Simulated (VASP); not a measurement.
Write the native input for VASP 6.6.1 that does the following.

```yaml
Task: single point
Functional: PBEsol
Potentials_or_basis: VASP PAW PBE potentials, release 64 (Tl_d)
Cutoff: 520 eV
k_mesh: 9 × 9 × 5
Occupations: fermi-dirac, width 0.05 eV
Spin: no spin polarisation
Dipole_correction: no
Further_INCAR_settings: ALGO = Normal; EDIFF = 1e-06; NBANDS = 20
```

The structure of Tl lies in POSCAR:

```
Tl
1.0
    3.4328046702      0.0000000000      0.0000000000
   -1.7164023351      2.9728960507      0.0000000000
    0.0000000000      0.0000000000      5.4879183458
Tl
2
Direct
    0.6666666667      0.3333333333      0.7500000000
    0.3333333333      0.6666666667      0.2500000000
```

These files were run (other wordings do the same):

INCAR

```
SYSTEM = Tl
ALGO = Normal ; EDIFF = 1E-6
ENCUT = 520 ; GGA = PS
ISIF = 2 ; ISMEAR = -1
LASPH = .True. ; LCHARG = .False.
LREAL = .False. ; LWAVE = .False.
NBANDS = 20 ; NELM = 100
PREC = Accurate ; SIGMA = 0.05
```

KPOINTS

```
k-points
0
Gamma
  9 9 5
  0 0 0
```

Potentials or basis: VASP PAW PBE potentials, release 64 (Tl_d).

Launch:

```sh
$ cat potpaw_PBE.64/Tl_d/POTCAR > POTCAR
$ mpirun -np 1 vasp_std > vasp.out
```

Results of the run:

- Pressure: 0.9 GPa
- Band gap on the k mesh: zero (bands 13 and 14 overlap by 3.78 eV)

Caveat: the PAW data sets were made with another functional, which shifts forces and pressure a little; spin-orbit coupling is left out, which moves the levels of the heavy elements.

It took 25 s on 1 thread of Intel(R) Xeon(R) Platinum 8259CL CPU @ 2.50GHz (Skylake/Cascade Lake), on a shared host, peak memory 0.18 GiB.
